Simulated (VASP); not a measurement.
# SiC in VASP: a series of runs

The runs below take SiC through single point, with r2SCAN.

All numbers are computed with VASP 6.6.1; they aren't measurements. Logs are shortened: lines on timing, memory, paths and dates and some standing lists are left out, and cuts for length are marked.

**1. The cell of the first run**

The cell holds a sheet with vacuum, 2 atoms: a = 3.090 Å, b = 3.090 Å, c = 14.000 Å, α = 90.00°, β = 90.00°, γ = 120.00°.

**2. Single point, r2SCAN**

POSCAR reads:

```
SiC
1.0
    3.0900000000      0.0000000000      0.0000000000
   -1.5450000000      2.6760184977      0.0000000000
    0.0000000000      0.0000000000     14.0000000000
Si C
1 1
Direct
    0.3333330000      0.6666670000      0.5000000000
    0.6666670000      0.3333330000      0.5000000000
```

INCAR.step1 reads:

```
SYSTEM = SiC
ALGO     = Normal         ! electronic algorithm
DIPOL    = 0.5 0.5 0.500
EDIFF    = 1E-5           ! SCF threshold, eV
ENCUT    = 580            ! plane-wave cutoff, eV
GGA      = PE             ! functional
GGA_COMPAT= .FALSE.      
IDIPOL   = 3            
ISMEAR   = 0              ! smearing method
LASPH    = .TRUE.         ! aspherical terms in the spheres
LCHARG   = .FALSE.        ! write CHGCAR
LDIPOL   = .TRUE.       
LREAL    = .FALSE.        ! projectors in reciprocal space
LWAVE    = .TRUE.         ! write WAVECAR
NBANDS   = 11             ! bands
NELM     = 120            ! most SCF steps
NELMDL   = -8           
PREC     = Accurate       ! precision mode
SIGMA    = 0.03           ! smearing width, eV
```

INCAR.step2 reads:

```
SYSTEM = SiC
ALGO     = Normal         ! electronic algorithm
DIPOL    = 0.5 0.5 0.500
EDIFF    = 1E-6           ! SCF threshold, eV
ENCUT    = 580            ! plane-wave cutoff, eV
GGA_COMPAT= .FALSE.      
IDIPOL   = 3            
ISIF     = 2              ! what is computed and relaxed
ISMEAR   = 0              ! smearing method
ISTART   = 1            
LASPH    = .TRUE.         ! aspherical terms in the spheres
LCHARG   = .FALSE.        ! write CHGCAR
LDIPOL   = .TRUE.       
LMIXTAU  = .TRUE.       
LREAL    = .FALSE.        ! projectors in reciprocal space
LWAVE    = .FALSE.        ! write WAVECAR
METAGGA  = R2SCAN         ! meta-GGA
NBANDS   = 11             ! bands
NELM     = 120            ! most SCF steps
PREC     = Accurate       ! precision mode
SIGMA    = 0.03           ! smearing width, eV
```

KPOINTS reads:

```
k-points
0
G
  12 12 1
  0 0 0
```

Potentials or basis: VASP PAW PBE potentials, release 64 (Si, C).

Run with:

```sh
$ cat potpaw_PBE.64/Si/POTCAR potpaw_PBE.64/C/POTCAR > POTCAR
$ cp INCAR.step1 INCAR
$ mpirun -np 1 vasp_std > vasp.out
$ cp INCAR.step2 INCAR
$ mpirun -np 1 vasp_std > vasp.out
```

OUTCAR:

```text
SYSTEM = SiC
   EDIFF = 1E-6
   ENCUT = 580
   ISIF = 2
   ISMEAR = 0
   ISTART = 1
   LASPH = .TRUE.
   LREAL = .FALSE.
   METAGGA = R2SCAN
   NELM = 120
   PREC = Accurate

 ion  position               nearest neighbor table
   1  0.333  0.667  0.500-   2 1.78   2 1.78   2 1.78
   2  0.667  0.333  0.500-   1 1.78   1 1.78   1 1.78

  LATTYP: Found a hexagonal cell.
 ALAT       =     3.0900000000
 C/A-ratio  =     4.5307443366

  Lattice vectors:

 A1 = (   3.0900000000,   0.0000000000,   0.0000000000)
 A2 = (  -1.5450000000,   2.6760184977,   0.0000000000)
 A3 = (   0.0000000000,   0.0000000000,  14.0000000000)

Analysis of symmetry for initial positions (statically):
=====================================================================
 Subroutine PRICEL returns:
 Original cell was already a primitive cell.

 Routine SETGRP: Setting up the symmetry group for a
 hexagonal supercell.

 Subroutine GETGRP returns: Found 12 space group operations
 (whereof 12 operations were pure point group operations)
 out of a pool of 24 trial point group operations.

The static configuration has the point symmetry D_3h.

Analysis of symmetry for dynamics (positions and initial velocities):
=====================================================================
 Subroutine PRICEL returns:
 Original cell was already a primitive cell.

 Routine SETGRP: Setting up the symmetry group for a
 hexagonal supercell.

 Subroutine GETGRP returns: Found 12 space group operations
 (whereof 12 operations were pure point group operations)
 out of a pool of 24 trial point group operations.

The dynamic configuration has the point symmetry D_3h.

 Subroutine INISYM returns: Found 12 space group operations
 (whereof 12 operations are pure point group operations),
 and found     1 'primitive' translations

----------------------------------------------------------------------------------------

                                     Primitive cell

  volume of cell :     115.7646

  direct lattice vectors                    reciprocal lattice vectors
     3.090000000  0.000000000  0.000000000     0.323624595  0.186844747  0.000000000
    -1.545000000  2.676018498  0.000000000     0.000000000  0.373689495  0.000000000
     0.000000000  0.000000000 14.000000000     0.000000000  0.000000000  0.071428571

  length of vectors
     3.090000000  3.090000000 14.000000000     0.373689495  0.373689495  0.071428571

  position of ions in fractional coordinates (direct lattice)
     0.333333000  0.666667000  0.500000000
     0.666667000  0.333333000  0.500000000

  ion indices of the primitive-cell ions
   primitive index   ion index
                 1           1
                 2           2

----------------------------------------------------------------------------------------

 KPOINTS: k-points

Automatic generation of k-mesh.
 Grid dimensions read from file:
 generate k-points for:   12   12    1

 Generating k-lattice:

  Cartesian coordinates                     Fractional coordinates (reciprocal lattice)
     0.026968716  0.015570396  0.000000000     0.083333333  0.000000000  0.000000000
     0.000000000  0.031140791  0.000000000     0.000000000  0.083333333  0.000000000
     0.000000000  0.000000000  0.071428571     0.000000000  0.000000000  1.000000000

  Length of vectors
     0.031140791  0.031140791  0.071428571

  Shift w.r.t. Gamma in fractional coordinates (k-lattice)
     0.000000000  0.000000000  0.000000000

 Subroutine IBZKPT returns following result:
 ===========================================

 Found     19 irreducible k-points:

 Following reciprocal coordinates:
            Coordinates               Weight
  0.000000  0.000000  0.000000      1.000000
  0.083333 -0.000000  0.000000      6.000000
  0.166667  0.000000  0.000000      6.000000
  0.250000  0.000000  0.000000      6.000000
  0.333333  0.000000  0.000000      6.000000
  0.416667  0.000000  0.000000      6.000000
[... 11 lines left out ...]
  0.333333  0.250000  0.000000     12.000000
  0.333333  0.333333  0.000000      2.000000
   k-points           NKPTS =     19   k-points in BZ     NKDIM =     19   number of bands    NBANDS=     11
   number of dos      NEDOS =    301   number of ions     NIONS =      2
   total plane-waves  NPLWV =  64512
   dimension x,y,z NGX =    24 NGY =   24 NGZ =  112
   dimension x,y,z NGXF=    48 NGYF=   48 NGZF=  224
   ions per type =               1   1
   NGX,Y,Z   is equivalent  to a cutoff of  12.91, 12.91, 13.30 a.u.
   NGXF,Y,Z  is equivalent  to a cutoff of  25.82, 25.82, 26.60 a.u.
 SYSTEM =  SiC
   PREC   = accura    normal or accurate (medium, high low for compatibility)
   ISTART =      1    job   : 0-new  1-cont  2-samecut
   ICHARG =      0    charge: 1-file 2-atom 10-const
   ISPIN  =      1    spin polarized calculation?
   LNONCOLLINEAR =      F non collinear calculations
   LSORBIT =      F    spin-orbit coupling
   LASPH  =      T    aspherical Exc in radial PAW
   ENCUT  =  580.0 eV  42.63 Ry    6.53 a.u.   6.07  6.07 27.49*2*pi/ulx,y,z
   NELM   =    120;   NELMIN=  2; NELMDL=  0     # of ELM steps
   EDIFF  = 0.1E-05   stopping-criterion for ELM
   LREAL  =      F    real-space projection
   EDIFFG = 0.1E-04   stopping-criterion for IOM
   NSW    =      0    number of steps for IOM
   IBRION =     -1    ionic relax: 0-MD 1-quasi-New 2-CG
   NFREE  =      0    steps in history (QN), initial steepest desc. (CG)
   ISIF   =      2    stress and relaxation
   ISYM   =      2    0-nonsym 1-usesym 2-fastsym
   POTIM  = 0.5000    time-step for ionic-motion
   TEBEG  =    0.0;   TEEND  =   0.0 temperature during run
   PSTRESS=    0.0 pullay stress
   NELECT =       8.0000    total number of electrons
   NUPDOWN=      -1.0000    fix difference up-down
   EMIN   =  10.00;   EMAX   =-10.00  energy-range for DOS
   EFERMI =   0.00;   METHOD = LEGACY
   ISMEAR =     0;   SIGMA  =   0.03  broadening in eV -4-tet -1-fermi 0-gaus
   EFERMI_NEDOS =   21; number of points for ismear=-14 and -15
   IALGO  =     38    algorithm
   IMIX   =      4    mixing-type and parameters
     AMIX     =   0.40;   BMIX     =  1.00
     AMIX_MAG =   1.60;   BMIX_MAG =  1.00
  volume/ion in A,a.u.               =      57.88       390.61
  Fermi-wavevector in a.u.,A,eV,Ry     =   0.671810  1.269536  6.140694  0.451328
  Thomas-Fermi vector in A             =   1.747741
   LORBIT       =      0    0 simple, 1 ext, 2 COOP (PROOUT), +10 PAW based schemes
   METAGGA = R2SCAN    functional components
   LHFCALC =     F    Hartree Fock is set to
   AEXX    =    0.0000 exact exchange contribution
   IVDW    =     0    specifies the selected vdW correction
   LEPSILON=     F    determine dielectric tensor
   LRPA    =     F    only Hartree local field effects (RPA)
 non-spin polarized calculation
 Gauss-broadening in eV      SIGMA  =   0.03
  energy-cutoff  :      580.00
  volume of cell :      115.76
 maximum number of plane-waves:      3720
   NGX = 13   NGY = 13   NGZ = 55

 number of electron       8.0000000 magnetization

 dipolmoment           0.000000      0.000000     -0.000000 electrons x Angstroem

 Free energy of the ion-electron system (eV)
  ---------------------------------------------------
  ext. energy  EPLUGINS =         0.00000000
  ---------------------------------------------------
  free energy    TOTEN  =       -18.20514120 eV

  energy without entropy =      -18.20514120  energy(sigma->0) =      -18.20514120

 E-fermi :  -2.6927     XC(G=0):  -3.0556

 val. band max:       -2.8231451563   @ k =   0.3333   0.3333   0.0000
 cond. band min:       0.0132939513   @ k =   0.5000   0.0000   0.0000
 fundamental gap:      2.8364391076
 Fermi energy:        -2.6926802479

 k-point     1 :       0.0000    0.0000    0.0000
  band No.  band energies     occupation
      1     -17.2864      2.00000
      2      -6.7898      2.00000
      3      -4.2119      2.00000
      4      -4.2119      2.00000
      5       0.6363      0.00000
      6       2.5592      0.00000
      7       2.6974      0.00000
      8       4.4217      0.00000
      9       5.1902      0.00000
     10       5.3079      0.00000
     11       5.3079      0.00000

 k-point     2 :       0.0833   -0.0000    0.0000
  band No.  band energies     occupation
      1     -17.1672      2.00000
      2      -6.6628      2.00000
      3      -4.7304      2.00000
      4      -4.3529      2.00000
      5       0.8318      0.00000
      6       2.6868      0.00000
      7       2.8565      0.00000
      8       4.5472      0.00000
      9       5.1504      0.00000
     10       5.2266      0.00000
     11       5.6899      0.00000

 k-point     3 :       0.1667    0.0000    0.0000
  band No.  band energies     occupation
      1     -16.8142      2.00000
      2      -6.2861      2.00000
      3      -5.9809      2.00000
      4      -4.7031      2.00000
      5       1.2881      0.00000
      6       3.0357      0.00000
      7       3.2471      0.00000
      8       4.1712      0.00000
      9       5.0713      0.00000
     10       5.6488      0.00000
     11       6.7544      0.00000
[... 197 lines left out ...]
 k-point    18 :       0.3333    0.2500    0.0000
  band No.  band energies     occupation
      1     -13.9123      2.00000
      2     -10.3371      2.00000
      3      -8.1879      2.00000
      4      -3.1000      2.00000
      5       0.2224      0.00000
      6       4.5284      0.00000
      7       5.0225      0.00000
      8       6.2001      0.00000
      9       7.7559      0.00000
     10       8.1942      0.00000
     11       8.6318      0.00000

 k-point    19 :       0.3333    0.3333    0.0000
  band No.  band energies     occupation
      1     -13.6908      2.00000
      2     -10.3070      2.00000
      3      -8.6954      2.00000
      4      -2.8231      2.00000
      5       0.0397      0.00000
      6       4.5885      0.00000
      7       5.0453      0.00000
      8       6.6931      0.00000
      9       8.3601      0.00000
     10       9.1960      0.00000
     11       9.3384      0.00000

------------------------ aborting loop because EDIFF is reached ----------------------------------------

 vacuum level on the upper side and lower side of the slab       (xc-potential included)        -0.013        -0.013

  FORCE on cell =-STRESS in cart. coord.  units (eV):
  Direction    XX          YY          ZZ          XY          YZ          ZX
  --------------------------------------------------------------------------------------
  -------------------------------------------------------------------------------------
  Total       -0.5433874     -0.5433874     -0.0190161      0.0000000      0.0000000      0.0000000
  in kB       -7.5204614     -7.5204614     -0.2631817      0.0000000      0.0000000      0.0000000
  external PRESSURE =      -5.1013682 kB  Pullay stress =       0.0000000 kB

 VOLUME and BASIS-vectors are now :
 -----------------------------------------------------------------------------
  energy-cutoff  :      580.00
  volume of cell :      115.76
      direct lattice vectors                 reciprocal lattice vectors
     3.090000000  0.000000000  0.000000000     0.323624595  0.186844747  0.000000000
    -1.545000000  2.676018498  0.000000000     0.000000000  0.373689495  0.000000000
     0.000000000  0.000000000 14.000000000     0.000000000  0.000000000  0.071428571

 POSITION                                       TOTAL-FORCE (eV/Angst)
 -----------------------------------------------------------------------------------
     -0.00000      1.78401      7.00000        -0.000000     -0.000000      0.000000
      1.54500      0.89201      7.00000         0.000000      0.000000      0.000000
 -----------------------------------------------------------------------------------
    total drift:                               -0.000577      0.000333      0.000000

  FREE ENERGIE OF THE ION-ELECTRON SYSTEM (eV)
  ---------------------------------------------------
  free  energy   TOTEN  =       -18.2051412044 eV

  energy  without entropy=      -18.2051412044  energy(sigma->0) =      -18.20514120

 vacuum level on the upper side and lower side of the slab         2.391         2.391
```

Wall time 3.1 min (1 thread of Intel Xeon 8259CL, shared host); peak memory 0.26 GiB.

Results:

```yaml
Free_energy: -18.2051 eV
Band_gap_on_the_k_mesh: 2.84 eV (least direct gap 2.86 eV)
```

Levels at points of the mesh, in eV from the valence-band top:
```csv
k point,band 1,band 2,band 3,band 4,band 5,band 6,band 7,band 8
"(0.00, 0.00, 0.00)",-14.46,-3.97,-1.39,-1.39,3.46,5.38,5.52,7.24
"(0.50, 0.00, 0.00)",-11.45,-8.16,-2.98,-0.73,2.84,4.35,8.64,9.70
```

Caveat: the PAW data sets were made with another functional, which shifts forces and pressure a little.

**3. Single point, r2SCAN**

This run uses another cell than the first one.

POSCAR reads:

```
SiC
1.0
    3.0788059940      0.0000000000      0.0000000000
   -1.5394029970      2.6663242042      0.0000000000
    0.0000000000      0.0000000000     23.8000000000
Si C
1 1
Direct
    0.3333333333      0.6666666667      0.2941176471
    0.6666666667      0.3333333333      0.2941176471
```

INCAR.step1 reads:

```
  PREC = Accurate
  ENCUT = 580
  ISMEAR = 0
  SIGMA = 0.03
  LREAL = False
  LASPH = True
  NELM = 120
  LDIPOL = True
  IDIPOL = 3
  DIPOL = 0.5 0.5 0.294
  NBANDS = 11
  GGA = PE
  ALGO = Normal
  EDIFF = 1E-5
  LWAVE = True
  LCHARG = False
  GGA_COMPAT = False
  NELMDL = -8
```

INCAR.step2 reads:

```
  PREC = Accurate
  ENCUT = 580
  EDIFF = 1E-6
  ISMEAR = 0
  SIGMA = 0.03
  LREAL = False
  LASPH = True
  NELM = 120
  ALGO = Normal
  ISIF = 2
  LWAVE = False
  LCHARG = False
  LDIPOL = True
  IDIPOL = 3
  DIPOL = 0.5 0.5 0.294
  METAGGA = R2SCAN
  LMIXTAU = True
  NBANDS = 11
  ISTART = 1
  GGA_COMPAT = False
```

KPOINTS reads:

```
regular mesh
0
Gamma
  12 12 1
```

Potentials or basis: VASP PAW PBE potentials, release 64 (Si, C).

Run with:

```sh
$ cat potpaw_PBE.64/Si/POTCAR potpaw_PBE.64/C/POTCAR > POTCAR
$ cp INCAR.step1 INCAR
$ mpirun -np 1 vasp_std > vasp.out
$ cp INCAR.step2 INCAR
$ mpirun -np 1 vasp_std > vasp.out
```

Wall time 5.8 min (1 thread of Intel Xeon 8259CL, shared host); peak memory 0.37 GiB.

It converged, with:

```
Free energy            : -18.2072 eV
Band gap on the k mesh : 2.86 eV (least direct gap 2.90 eV)
```

Levels at points of the mesh, in eV from the valence-band top:
| k point | band 1 | band 2 | band 3 | band 4 | band 5 | band 6 | band 7 | band 8 |
| --- | --- | --- | --- | --- | --- | --- | --- | --- |
| (0.00, 0.00, 0.00) | -14.51 | -3.99 | -1.37 | -1.37 | 3.48 | 5.13 | 5.25 | 5.94 |
| (0.50, 0.00, 0.00) | -11.47 | -8.17 | -2.97 | -0.74 | 2.86 | 4.42 | 8.67 | 9.74 |

Caveat: the PAW data sets were made with another functional, which shifts forces and pressure a little.
